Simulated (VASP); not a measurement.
# Ga2As (P-6m2) in VASP: further runs

Runs on Ga2As. Level: PBE. Tasks: single point.

Program: VASP 6.6.1. These are calculated values, not measurements. Logs are shortened: lines on timing, memory, paths and dates and some standing lists are left out, and cuts for length are marked.

## (1) The cell of the first run

Symmetry: P-6m2, No. 187, hexagonal system. The conventional cell has a = 4.351 Å, b = 4.351 Å, c = 4.236 Å, α = 90.00°, β = 90.00°, γ = 120.00°. Within 4.4 Å of Ga (site symmetry -6m2) lie 6 As at 3.29 Å and 14 Ga at 3.29 to 4.35 Å. Ga (site symmetry -6m2) has 3 As at 2.51 Å and 6 Ga at 3.29 Å within 3.3 Å. Within 3.3 Å of As (site symmetry -6m2) lie 9 Ga at 2.51 to 3.29 Å.

The cell was generated, and may not be a known phase.

## (2) Single point, PBE

INCAR reads:

```
SYSTEM = Ga2As
PREC = Accurate ; ENCUT = 520
EDIFF = 1E-6 ; ISMEAR = 0
SIGMA = 0.1 ; LREAL = .False.
LASPH = .True. ; NELM = 80
ALGO = Normal ; ISIF = 2
LWAVE = .False. ; LCHARG = .True.
GGA = PE ; LELF = .True.
LVHAR = .True. ; NBANDS = 22
```

KPOINTS reads:

```
regular mesh
0
Gamma
  6 6 4
  0 0 0
```

POSCAR reads:

```
Ga2As
1.0
    4.3512016991      0.0000000000      0.0000000000
   -2.1756008495      3.7682512084      0.0000000000
    0.0000000000      0.0000000000      4.2362675300
Ga As
2 1
Direct
    0.6666666667      0.3333333333      0.0000000000
    0.3333333333      0.6666666667      0.5000000000
    0.0000000000      0.0000000000      0.5000000000
```

Potentials or basis: VASP PAW PBE potentials, release 64 (Ga_d, As).

On the command line:

```
$ cat potpaw_PBE.64/Ga_d/POTCAR potpaw_PBE.64/As/POTCAR > POTCAR
$ mpirun -np 1 vasp_std > vasp.out
```

OUTCAR:

```text
SYSTEM = Ga2As
   PREC = Accurate
   ENCUT = 520
   EDIFF = 1E-6
   ISMEAR = 0
   LREAL = .False.
   LASPH = .True.
   NELM = 80
   ISIF = 2
   GGA = PE

 ion  position               nearest neighbor table
   1  0.667  0.333  0.000-
   2  0.333  0.667  0.500-   3 2.51   3 2.51   3 2.51
   3  0.000  0.000  0.500-   2 2.51   2 2.51   2 2.51

  LATTYP: Found a hexagonal cell.
 ALAT       =     4.3512016991
 C/A-ratio  =     0.9735856490

  Lattice vectors:

 A1 = (   4.3512016991,   0.0000000000,   0.0000000000)
 A2 = (  -2.1756008495,   3.7682512084,   0.0000000000)
 A3 = (   0.0000000000,   0.0000000000,   4.2362675300)

Analysis of symmetry for initial positions (statically):
=====================================================================
 Subroutine PRICEL returns:
 Original cell was already a primitive cell.

 Routine SETGRP: Setting up the symmetry group for a
 hexagonal supercell.

 Subroutine GETGRP returns: Found 12 space group operations
 (whereof 12 operations were pure point group operations)
 out of a pool of 24 trial point group operations.

The static configuration has the point symmetry D_3h.

Analysis of symmetry for dynamics (positions and initial velocities):
=====================================================================
 Subroutine PRICEL returns:
 Original cell was already a primitive cell.

 Routine SETGRP: Setting up the symmetry group for a
 hexagonal supercell.

 Subroutine GETGRP returns: Found 12 space group operations
 (whereof 12 operations were pure point group operations)
 out of a pool of 24 trial point group operations.

The dynamic configuration has the point symmetry D_3h.

 Subroutine INISYM returns: Found 12 space group operations
 (whereof 12 operations are pure point group operations),
 and found     1 'primitive' translations

----------------------------------------------------------------------------------------

                                     Primitive cell

  volume of cell :      69.4596

  direct lattice vectors                    reciprocal lattice vectors
     4.351201699  0.000000000  0.000000000     0.229821569  0.132687545  0.000000000
    -2.175600849  3.768251208  0.000000000     0.000000000  0.265375089  0.000000000
     0.000000000  0.000000000  4.236267530     0.000000000  0.000000000  0.236056857

  length of vectors
     4.351201699  4.351201699  4.236267530     0.265375089  0.265375089  0.236056857

  position of ions in fractional coordinates (direct lattice)
     0.666666667  0.333333333  0.000000000
     0.333333333  0.666666667  0.500000000
     0.000000000  0.000000000  0.500000000

  ion indices of the primitive-cell ions
   primitive index   ion index
                 1           1
                 2           2
                 3           3

----------------------------------------------------------------------------------------

 KPOINTS: regular mesh

Automatic generation of k-mesh.
 Grid dimensions read from file:
 generate k-points for:    6    6    4

 Generating k-lattice:

  Cartesian coordinates                     Fractional coordinates (reciprocal lattice)
     0.038303595  0.022114591  0.000000000     0.166666667 -0.000000000  0.000000000
     0.000000000  0.044229182  0.000000000     0.000000000  0.166666667  0.000000000
     0.000000000  0.000000000  0.059014214     0.000000000  0.000000000  0.250000000

  Length of vectors
     0.044229182  0.044229182  0.059014214

  Shift w.r.t. Gamma in fractional coordinates (k-lattice)
     0.000000000  0.000000000  0.000000000

 Subroutine IBZKPT returns following result:
 ===========================================

 Found     21 irreducible k-points:

 Following reciprocal coordinates:
            Coordinates               Weight
  0.000000  0.000000  0.000000      1.000000
  0.166667 -0.000000  0.000000      6.000000
  0.333333 -0.000000  0.000000      6.000000
  0.500000 -0.000000  0.000000      3.000000
  0.166667  0.166667  0.000000      6.000000
  0.333333  0.166667  0.000000     12.000000
[... 13 lines left out ...]
  0.333333  0.166667  0.500000     12.000000
  0.333333  0.333333  0.500000      2.000000
   k-points           NKPTS =     21   k-points in BZ     NKDIM =     21   number of bands    NBANDS=     22
   number of dos      NEDOS =    301   number of ions     NIONS =      3
   total plane-waves  NPLWV =  32768
   dimension x,y,z NGX =    32 NGY =   32 NGZ =   32
   dimension x,y,z NGXF=    64 NGYF=   64 NGZF=   64
   ions per type =               2   1
   NGX,Y,Z   is equivalent  to a cutoff of  12.23, 12.23, 12.56 a.u.
   NGXF,Y,Z  is equivalent  to a cutoff of  24.45, 24.45, 25.12 a.u.
 SYSTEM =  Ga2As
   PREC   = accura    normal or accurate (medium, high low for compatibility)
   ISTART =      0    job   : 0-new  1-cont  2-samecut
   ICHARG =      2    charge: 1-file 2-atom 10-const
   ISPIN  =      1    spin polarized calculation?
   LNONCOLLINEAR =      F non collinear calculations
   LSORBIT =      F    spin-orbit coupling
   LASPH  =      T    aspherical Exc in radial PAW
   ENCUT  =  520.0 eV  38.22 Ry    6.18 a.u.   8.09  8.09  7.88*2*pi/ulx,y,z
   NELM   =     80;   NELMIN=  2; NELMDL= -5     # of ELM steps
   EDIFF  = 0.1E-05   stopping-criterion for ELM
   LREAL  =      F    real-space projection
   EDIFFG = 0.1E-04   stopping-criterion for IOM
   NSW    =      0    number of steps for IOM
   IBRION =     -1    ionic relax: 0-MD 1-quasi-New 2-CG
   NFREE  =      0    steps in history (QN), initial steepest desc. (CG)
   ISIF   =      2    stress and relaxation
   ISYM   =      2    0-nonsym 1-usesym 2-fastsym
   POTIM  = 0.5000    time-step for ionic-motion
   TEBEG  =    0.0;   TEEND  =   0.0 temperature during run
   PSTRESS=    0.0 pullay stress
   NELECT =      31.0000    total number of electrons
   NUPDOWN=      -1.0000    fix difference up-down
   EMIN   =  10.00;   EMAX   =-10.00  energy-range for DOS
   EFERMI =   0.00;   METHOD = LEGACY
   ISMEAR =     0;   SIGMA  =   0.10  broadening in eV -4-tet -1-fermi 0-gaus
   EFERMI_NEDOS =   21; number of points for ismear=-14 and -15
   IALGO  =     38    algorithm
   IMIX   =      4    mixing-type and parameters
     AMIX     =   0.40;   BMIX     =  1.00
     AMIX_MAG =   1.60;   BMIX_MAG =  1.00
  volume/ion in A,a.u.               =      23.15       156.25
  Fermi-wavevector in a.u.,A,eV,Ry     =   1.251079  2.364196 21.295806  1.565198
  Thomas-Fermi vector in A             =   2.385043
   LORBIT       =      0    0 simple, 1 ext, 2 COOP (PROOUT), +10 PAW based schemes
   GGA     = PE    functional components
   LHFCALC =     F    Hartree Fock is set to
   AEXX    =    0.0000 exact exchange contribution
   IVDW    =     0    specifies the selected vdW correction
   LEPSILON=     F    determine dielectric tensor
   LRPA    =     F    only Hartree local field effects (RPA)
 non-spin polarized calculation
 Gauss-broadening in eV      SIGMA  =   0.10
  energy-cutoff  :      520.00
  volume of cell :       69.46
 maximum number of plane-waves:      1884
   NGX = 17   NGY = 17   NGZ = 15

 number of electron      30.9999995 magnetization

 Free energy of the ion-electron system (eV)
  ---------------------------------------------------
  ext. energy  EPLUGINS =         0.00000000
  ---------------------------------------------------
  free energy    TOTEN  =       -10.00108836 eV

  energy without entropy =       -9.98860610  energy(sigma->0) =       -9.99484723

 E-fermi :   4.2256     XC(G=0):  -9.8255

 val. band max:        4.2150902392   @ k =   0.1667  -0.0000   0.2500
 cond. band min:       4.2658683647   @ k =   0.1667   0.1667   0.0000
 fundamental gap:      0.0507781255
 Fermi energy:         4.2255938558

 k-point     1 :       0.0000    0.0000    0.0000
  band No.  band energies     occupation
      1     -11.1045      2.00000
      2     -11.0395      2.00000
      3     -11.0395      2.00000
      4     -11.0093      2.00000
      5     -11.0093      2.00000
      6     -10.6978      2.00000
[... 14 lines left out ...]
     21      11.4967      0.00000
     22      11.6042      0.00000

 k-point     2 :       0.1667   -0.0000    0.0000
  band No.  band energies     occupation
      1     -11.0984      2.00000
      2     -11.0426      2.00000
      3     -11.0332      2.00000
      4     -11.0108      2.00000
      5     -11.0104      2.00000
      6     -10.6976      2.00000
[... 14 lines left out ...]
     21      10.2761      0.00000
     22      10.4198      0.00000

 k-point     3 :       0.3333   -0.0000    0.0000
  band No.  band energies     occupation
      1     -11.0952      2.00000
      2     -11.0409      2.00000
      3     -11.0207      2.00000
      4     -11.0138      2.00000
      5     -11.0130      2.00000
      6     -10.6973      2.00000
[... 14 lines left out ...]
     21       9.2214      0.00000
     22      10.9841      0.00000

 k-point     4 :       0.5000   -0.0000    0.0000
  band No.  band energies     occupation
      1     -11.0978      2.00000
      2     -11.0363      2.00000
      3     -11.0153      2.00000
      4     -11.0145      2.00000
      5     -11.0144      2.00000
      6     -10.6972      2.00000
[... 14 lines left out ...]
     21      11.1286      0.00000
     22      11.6577      0.00000

 k-point     5 :       0.1667    0.1667    0.0000
  band No.  band energies     occupation
      1     -11.0924      2.00000
      2     -11.0456      2.00000
      3     -11.0232      2.00000
      4     -11.0156      2.00000
      5     -11.0099      2.00000
      6     -10.6966      2.00000
[... 342 lines left out ...]
 k-point    19 :       0.1667    0.1667    0.5000
  band No.  band energies     occupation
      1     -11.0887      2.00000
      2     -11.0386      2.00000
      3     -11.0259      2.00000
      4     -11.0173      2.00000
      5     -11.0130      2.00000
      6     -10.6980      2.00000
[... 14 lines left out ...]
     21       9.8153      0.00000
     22      11.5435      0.00000

 k-point    20 :       0.3333    0.1667    0.5000
  band No.  band energies     occupation
      1     -11.0845      2.00000
      2     -11.0325      2.00000
      3     -11.0179      2.00000
      4     -11.0153      2.00000
      5     -11.0124      2.00000
      6     -10.7075      2.00000
[... 14 lines left out ...]
     21      10.8438      0.00000
     22      13.1708      0.00000

 k-point    21 :       0.3333    0.3333    0.5000
  band No.  band energies     occupation
      1     -11.0766      2.00000
      2     -11.0343      2.00000
      3     -11.0161      2.00000
      4     -11.0139      2.00000
      5     -11.0136      2.00000
      6     -10.7084      2.00000
[... 14 lines left out ...]
     21      10.8983      0.00000
     22      13.2492      0.00000

------------------------ aborting loop because EDIFF is reached ----------------------------------------

  FORCE on cell =-STRESS in cart. coord.  units (eV):
  Direction    XX          YY          ZZ          XY          YZ          ZX
  --------------------------------------------------------------------------------------
  -------------------------------------------------------------------------------------
  Total        0.0712566      0.0712566     -0.0221449      0.0000000      0.0000000     -0.0000000
  in kB        1.6436276      1.6436276     -0.5108007      0.0000000      0.0000000     -0.0000000
  external PRESSURE =       0.9254848 kB  Pullay stress =       0.0000000 kB

 VOLUME and BASIS-vectors are now :
 -----------------------------------------------------------------------------
  energy-cutoff  :      520.00
  volume of cell :       69.46
      direct lattice vectors                 reciprocal lattice vectors
     4.351201699  0.000000000  0.000000000     0.229821569  0.132687545  0.000000000
    -2.175600849  3.768251208  0.000000000     0.000000000  0.265375089  0.000000000
     0.000000000  0.000000000  4.236267530     0.000000000  0.000000000  0.236056857

 POSITION                                       TOTAL-FORCE (eV/Angst)
 -----------------------------------------------------------------------------------
      2.17560      1.25608      0.00000        -0.000000      0.000000      0.000000
     -0.00000      2.51217      2.11813         0.000000     -0.000000      0.000000
      0.00000      0.00000      2.11813        -0.000000      0.000000      0.000000
 -----------------------------------------------------------------------------------
    total drift:                               -0.000002      0.000001     -0.000000

  FREE ENERGIE OF THE ION-ELECTRON SYSTEM (eV)
  ---------------------------------------------------
  free  energy   TOTEN  =       -10.0010883582 eV

  energy  without entropy=       -9.9886060955  energy(sigma->0) =       -9.99484723
```

Run time: 11 s. Hardware: 1 thread of Intel Xeon 6975P-C (Granite Rapids), shared host; peak memory 0.18 GiB.

Results:

- Free energy: -10.0011 eV
- Pressure: 0.1 GPa
- Band gap on the k mesh: zero (an odd number of electrons rules out a gap without spin polarisation)

Levels at points of the mesh, in eV from the Fermi level:
```tsv
k point	band 13	band 14	band 15	band 16	band 17	band 18	band 19	band 20
(0.00, 0.00, 0.00)	-2.59	-2.16	-2.16	-1.57	0.78	0.78	4.02	4.64
(0.50, 0.00, 0.00)	-4.14	-3.69	-0.84	1.03	1.24	1.94	4.06	4.59
(0.00, 0.00, 0.50)	-2.27	-1.90	-1.90	0.82	2.68	2.68	2.86	2.97
(0.50, 0.00, 0.50)	-5.19	-3.61	-3.08	-1.11	0.73	1.63	5.38	7.17
```

Caveat: the k points lie up to 0.37 Å⁻¹ apart, too coarse for converged energies and pressures of a metal.

## (3) Single point, PBE

This run uses another cell than the first one, of 24.64 Å³/atom.

INCAR reads:

```
SYSTEM = Ga2As
PREC = Accurate
ENCUT = 520
EDIFF = 1E-6
ISMEAR = 0
SIGMA = 0.1
LREAL = .FALSE.
LASPH = .TRUE.
NELM = 100
ALGO = Normal
ISIF = 2
LWAVE = .FALSE.
LCHARG = .FALSE.
GGA = PE
NBANDS = 22
```

KPOINTS reads:

```
Automatic mesh
0
G
  6 6 4
  0 0 0
```

POSCAR reads:

```
Ga2As
1.0
    3.8949204800      0.0000000000      0.0000000000
   -1.9474602400      3.3731000900      0.0000000000
    0.0000000000      0.0000000000      5.6263977400
Ga As
2 1
Direct
    0.6666666700      0.3333333300      0.0000000000
    0.3333333300      0.6666666700      0.5000000000
    0.0000000000      0.0000000000      0.5000000000
```

Potentials or basis: VASP PAW PBE potentials, release 64 (Ga_d, As).

On the command line:

```
$ cat potpaw_PBE.64/Ga_d/POTCAR potpaw_PBE.64/As/POTCAR > POTCAR
$ mpirun -np 1 vasp_std > vasp.out
```

OUTCAR:

```text
SYSTEM = Ga2As
   PREC = Accurate
   ENCUT = 520
   EDIFF = 1E-6
   ISMEAR = 0
   LREAL = .FALSE.
   LASPH = .TRUE.
   NELM = 100
   ISIF = 2
   GGA = PE

 ion  position               nearest neighbor table
   1  0.667  0.333  0.000-
   2  0.333  0.667  0.500-   3 2.25   3 2.25   3 2.25
   3  0.000  0.000  0.500-   2 2.25   2 2.25   2 2.25

  LATTYP: Found a hexagonal cell.
 ALAT       =     3.8949204800
 C/A-ratio  =     1.4445475251

  Lattice vectors:

 A1 = (   3.8949204800,   0.0000000000,   0.0000000000)
 A2 = (  -1.9474602400,   3.3731000900,   0.0000000000)
 A3 = (   0.0000000000,   0.0000000000,   5.6263977400)

Analysis of symmetry for initial positions (statically):
=====================================================================
 Subroutine PRICEL returns:
 Original cell was already a primitive cell.

 Routine SETGRP: Setting up the symmetry group for a
 hexagonal supercell.

 Subroutine GETGRP returns: Found 12 space group operations
[... 159 lines left out ...]
  ---------------------------------------------------
  free energy    TOTEN  =        -9.23982198 eV

  energy without entropy =       -9.22303222  energy(sigma->0) =       -9.23142710

 E-fermi :   3.9413     XC(G=0):  -9.4159

 val. band max:        3.9125398541   @ k =   0.0000   0.0000   0.2500
 cond. band min:       3.9453409402   @ k =   0.3333   0.0000   0.2500
 fundamental gap:      0.0328010861
 Fermi energy:         3.9413004246

 k-point     1 :       0.0000    0.0000    0.0000
  band No.  band energies     occupation
      1     -12.1831      2.00000
      2     -12.0816      2.00000
      3     -12.0816      2.00000
      4     -11.9083      2.00000
      5     -11.9083      2.00000
      6     -11.1645      2.00000
[... 514 lines left out ...]
     21      10.4966      0.00000
     22      10.8896      0.00000

------------------------ aborting loop because EDIFF is reached ----------------------------------------

  FORCE on cell =-STRESS in cart. coord.  units (eV):
  Direction    XX          YY          ZZ          XY          YZ          ZX
  --------------------------------------------------------------------------------------
  -------------------------------------------------------------------------------------
  Total        5.2668051      5.2668051     -0.8816101      0.0000000      0.0000000      0.0000000
  in kB      114.1562185    114.1562191    -19.1086014      0.0000000      0.0000000      0.0000000
  external PRESSURE =      69.7346121 kB  Pullay stress =       0.0000000 kB

 VOLUME and BASIS-vectors are now :
 -----------------------------------------------------------------------------
  energy-cutoff  :      520.00
  volume of cell :       73.92
      direct lattice vectors                 reciprocal lattice vectors
     3.894920480  0.000000000  0.000000000     0.256744651  0.148231593  0.000000000
    -1.947460240  3.373100090  0.000000000     0.000000000  0.296463186  0.000000000
     0.000000000  0.000000000  5.626397740     0.000000000  0.000000000  0.177733613

 POSITION                                       TOTAL-FORCE (eV/Angst)
 -----------------------------------------------------------------------------------
      1.94746      1.12437      0.00000         0.000000     -0.000000      0.000000
     -0.00000      2.24873      2.81320        -0.000000      0.000000      0.000000
      0.00000      0.00000      2.81320        -0.000000      0.000000      0.000000
 -----------------------------------------------------------------------------------
    total drift:                               -0.000005      0.000003     -0.000000

  FREE ENERGIE OF THE ION-ELECTRON SYSTEM (eV)
  ---------------------------------------------------
  free  energy   TOTEN  =        -9.2398219809 eV

  energy  without entropy=       -9.2230322235  energy(sigma->0) =       -9.23142710
```

OSZICAR:

```text
N       E                     dE             d eps       ncg     rms          rms(c)
DAV:   1     0.194134437794E+03    0.19413E+03   -0.14927E+04   930   0.208E+03
DAV:   2     0.124706944428E+02   -0.18166E+03   -0.17428E+03   954   0.434E+02
DAV:   3    -0.887199164132E+01   -0.21343E+02   -0.20806E+02  1118   0.119E+02
DAV:   4    -0.954364976680E+01   -0.67166E+00   -0.66883E+00  1030   0.219E+01
DAV:   5    -0.955759914812E+01   -0.13949E-01   -0.13945E-01  1102   0.304E+00    0.363E+00
DAV:   6    -0.926141192490E+01    0.29619E+00   -0.35118E-01  1192   0.817E+00    0.197E+00
DAV:   7    -0.924247731456E+01    0.18935E-01   -0.14675E-01  1140   0.268E+00    0.797E-01
DAV:   8    -0.924032335812E+01    0.21540E-02   -0.26524E-02  1044   0.174E+00    0.205E-01
DAV:   9    -0.923979711741E+01    0.52624E-03   -0.30257E-03  1166   0.779E-01    0.676E-02
DAV:  10    -0.923980564694E+01   -0.85295E-05   -0.50296E-04  1112   0.174E-01    0.305E-02
DAV:  11    -0.923982499662E+01   -0.19350E-04   -0.11422E-04  1074   0.689E-02    0.988E-03
DAV:  12    -0.923982196534E+01    0.30313E-05   -0.16742E-05  1076   0.371E-02    0.815E-03
DAV:  13    -0.923982198091E+01   -0.15573E-07   -0.18930E-06   888   0.119E-02
   1 F= -.92398220E+01 E0= -.92314271E+01  d E =-.167898E-01
```

Wall time 15 s (1 thread of Intel Xeon 6975P-C (Granite Rapids), shared host); peak memory 0.19 GiB.

Results:

- Free energy: -9.2398 eV
- Pressure: 7.0 GPa
- Band gap on the k mesh: zero (an odd number of electrons rules out a gap without spin polarisation)

Stress tensor (GPa, compression positive):
```
11.42  0.00  0.00
 0.00 11.42  0.00
 0.00  0.00 -1.91
```

Caveat: the stress differs along the axes, from -2 to 11 GPa.

The gap in the log of VASP goes by the Fermi energy; the results here count the filled bands.